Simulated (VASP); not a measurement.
## Sb3Pd: relaxation of cell and atoms with PBE

The system is Sb3Pd.

```
Sb Pd
1.0
     8.32297    0.00000    0.00000
    -4.16148    7.20790    0.00000
     0.00000    0.00000    3.50172
Sb Pd
6 2
Direct
  0.81512 0.63024 0.25000
  0.18488 0.81512 0.75000
  0.36976 0.18488 0.25000
  0.18488 0.36976 0.75000
  0.81512 0.18488 0.25000
  0.63024 0.81512 0.75000
  0.33333 0.66667 0.25000
  0.66667 0.33333 0.75000
```

- Program: VASP 6.6.1
- Task: relaxation of cell and atoms
- Functional: PBE
- Potentials or basis: VASP PAW PBE potentials, release 64 (Sb, Pd)
- Cutoff: 600 eV
- k mesh: 3 × 3 × 6
- Occupations: gaussian, width 0.1 eV
- Spin: no spin polarisation
- Dipole correction: no
- Further INCAR settings: ALGO = Normal; EDIFF = 1e-07; IBRION = 2; EDIFFG = -0.04; NSW = 90; ISIF = 3

- Relaxed volume: 25.97 Å³/atom
- Relaxed cell: a = 8.280 Å, b = 8.280 Å, c = 3.499 Å, α = 90.00°, β = 90.00°, γ = 120.00°
- Space group after relaxing (to 0.05 Å): P6_3/mmc (No. 194)
- Energy gained by relaxing: 2.7 meV/atom
- Ionic steps: 5
- Pressure after relaxing: 0.0 GPa
- Largest force after relaxing: 0.006 eV/Å
- Band gap on the k mesh: zero (band 25 reaches 8.90 eV, above the bottom of band 26 at 7.08 eV)

Forces in eV/Å, atoms in the order of the input:
```
Sb   0.000  0.006  0.000
Sb  -0.005  0.003  0.000
Sb  -0.005 -0.003  0.000
Sb   0.000 -0.006  0.000
Sb   0.005 -0.003  0.000
Sb   0.005  0.003  0.000
Pd   0.000  0.000  0.000
Pd   0.000  0.000  0.000
```

The path:
| step | energy change (eV) | largest force (eV/Å) | pressure (GPa) | volume (Å³) |
| --- | --- | --- | --- | --- |
| 1 | 0.0000 | 0.2051 | -0.23 | 210.07 |
| 2 | -0.0117 | 0.1505 | -0.04 | 208.93 |
| 3 | -0.0206 | 0.0446 | 0.34 | 206.90 |
| 4 | -0.0202 | 0.0365 | -0.41 | 208.73 |
| 5 | -0.0219 | 0.0062 | -0.01 | 207.75 |

Final structure:
```yaml
crystal:
  lattice:
    - [8.27997, 0.00000, 0.00000]
    - [-4.13999, 7.17067, 0.00000]
    - [0.00000, 0.00000, 3.49911]
  atoms:
    - { symbol: Sb, position: [0.81725, 0.63451, 0.25000] }
    - { symbol: Sb, position: [0.18274, 0.81725, 0.75000] }
    - { symbol: Sb, position: [0.36549, 0.18274, 0.25000] }
    - { symbol: Sb, position: [0.18274, 0.36549, 0.75000] }
    - { symbol: Sb, position: [0.81725, 0.18274, 0.25000] }
    - { symbol: Sb, position: [0.63451, 0.81725, 0.75000] }
    - { symbol: Pd, position: [0.33333, 0.66667, 0.25000] }
    - { symbol: Pd, position: [0.66667, 0.33333, 0.75000] }
```

Levels at points of the mesh, in eV from the Fermi level:
```csv
k point,band 21,band 22,band 23,band 24,band 25,band 26,band 27,band 28,band 29,band 30
"(0.00, 0.00, 0.00)",-0.61,-0.61,-0.32,-0.12,-0.12,-0.03,1.89,1.89,2.46,2.46
"(0.00, 0.00, 0.50)",-2.78,-2.78,-1.71,-1.71,-0.22,-0.22,1.53,1.53,1.53,1.53
```

Run time: 12 min on 1 thread of Oxide Virtual Turin-like Processor, with other jobs on the host, peak memory 0.4 GiB.

Caveat: spin-orbit coupling is left out, which moves the levels of the heavy elements.
